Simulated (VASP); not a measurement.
Input of a VASP 6.6.1 run:

Contents of INCAR:

```
SYSTEM = NaH
PREC = Accurate ; ENCUT = 520
EDIFF = 1E-6 ; ISMEAR = -1
SIGMA = 0.08 ; LREAL = .False.
LASPH = .True. ; NELM = 80
ALGO = Normal ; ISIF = 2
LWAVE = .False. ; LCHARG = .False.
GGA = PE ; NBANDS = 11
```

Contents of KPOINTS:

```
regular mesh
0
Gamma
  12 12 12
  0 0 0
```

Contents of POSCAR:

```
NaH
1.0
    0.0000000000      2.4155554168      2.4155554168
    2.4155554168      0.0000000000      2.4155554168
    2.4155554168      2.4155554168      0.0000000000
Na H
1 1
Direct
    0.0000000000      0.0000000000      0.0000000000
    0.5000000000      0.5000000000      0.5000000000
```

Potentials or basis: VASP PAW PBE potentials, release 64 (Na_pv, H).

Command:

```sh
$ cat potpaw_PBE.64/Na_pv/POTCAR potpaw_PBE.64/H/POTCAR > POTCAR
$ mpirun -np 1 vasp_std > vasp.out
```

**Question.** Estimate the band gap on the k mesh.

**Answer.** 3.76 eV, indirect (least direct gap 4.62 eV).

**Question.** Estimate the pressure.

**Answer.** 0.0 GPa.

A k mesh can miss the band edges.
